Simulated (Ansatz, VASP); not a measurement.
## Two plane-wave programs on InP

Contents of POSCAR:

```
InP
1.0
    0.0000000000      2.7688340000      2.7688340000
    2.7688340000      0.0000000000      2.7688340000
    2.7688340000      2.7688340000      0.0000000000
In P
1 1
Direct
    0.0000000000      0.0000000000      0.0000000000
    0.5000000000      0.5000000000      0.5000000000
```

The input INCAR.step1:

```
PREC     = Accurate       # precision mode
ENCUT    = 520            # plane-wave cutoff, eV
EDIFF    = 1E-5           # SCF threshold, eV
ISMEAR   = -1             # smearing method
SIGMA    = 0.05           # smearing width, eV
LREAL    = False          # projectors in reciprocal space
LASPH    = True           # aspherical terms in the spheres
NELM     = 100            # most SCF steps
ALGO     = Normal         # electronic algorithm
ISIF     = 2              # what is computed and relaxed
LWAVE    = True           # write WAVECAR
LCHARG   = False          # write CHGCAR
GGA      = PE             # functional
NBANDS   = 16             # bands
```

The input INCAR.step2:

```
PREC     = Accurate       # precision mode
ENCUT    = 520            # plane-wave cutoff, eV
EDIFF    = 1E-6           # SCF threshold, eV
ISMEAR   = -1             # smearing method
SIGMA    = 0.05           # smearing width, eV
LREAL    = False          # projectors in reciprocal space
LASPH    = True           # aspherical terms in the spheres
NELM     = 100            # most SCF steps
ALGO     = Normal         # electronic algorithm
ISIF     = 2              # what is computed and relaxed
LWAVE    = False          # write WAVECAR
LCHARG   = False          # write CHGCAR
GGA      = PE             # functional
LHFCALC  = True           # exact exchange
AEXX     = 0.25           # exact-exchange fraction
HFSCREEN = 0.2            # screening, 1/A
PRECFOCK = Normal       
ISTART   = 1            
NBANDS   = 16             # bands
```

File KPOINTS:

```
regular mesh
0
Gamma
  4 4 4
```

input.yaml

```yaml
crystal:
  lattice:
    - [0.0, 2.768834, 2.768834]
    - [2.768834, 0.0, 2.768834]
    - [2.768834, 2.768834, 0.0]
  atoms:
    - { symbol: In, position: [0.0, 0.0, 0.0] }
    - { symbol: P, position: [0.5, 0.5, 0.5] }
hamiltonian:
  xc: { exchange: pbe, correlation: pbe, exx: { coeff: 0.25, omega: 0.2 } }
  pseudopotentials: { kind: paw }
kpoints:
  mp_grid: { grid: [4, 4, 4] }
scf:
  occupations: { method: fermi_dirac, width: 0.05 }
output:
  forces: true
  stress: true
  eigenvalues: true
```

Alike in both runs: task single point; functional PBE-based screened hybrid with a share of 0.25 of exact exchange and HFSCREEN = 0.2; k mesh 4 × 4 × 4; occupations fermi-dirac, width 0.05 eV; no spin polarisation.

|  | VASP | Ansatz |
| --- | --- | --- |
| version | VASP 6.6.1 | Ansatz 0.2.0 |
| potentials or method | VASP PAW PBE potentials, release 64 (In_d, P) | Ansatz PAW |
| plane-wave cutoff (eV) | 520 | 420 |
| valence electrons in the cell | 18 | 18 |

|  | VASP | Ansatz | Ansatz less VASP |
| --- | --- | --- | --- |
| gap on the k mesh at the Fermi level (eV) | none | none | - |
| pressure (GPa) | -2.6 | -2.5 | +0.14 |

VASP's potentials were made for PBE, not for PBE-based screened hybrid. A gap of «none» marks a metal or a gap that the smearing closes. The functional is the same, so the differences come from potentials, cutoffs and numerics.

The k mesh is coarse, so the values compare programs but aren't converged.
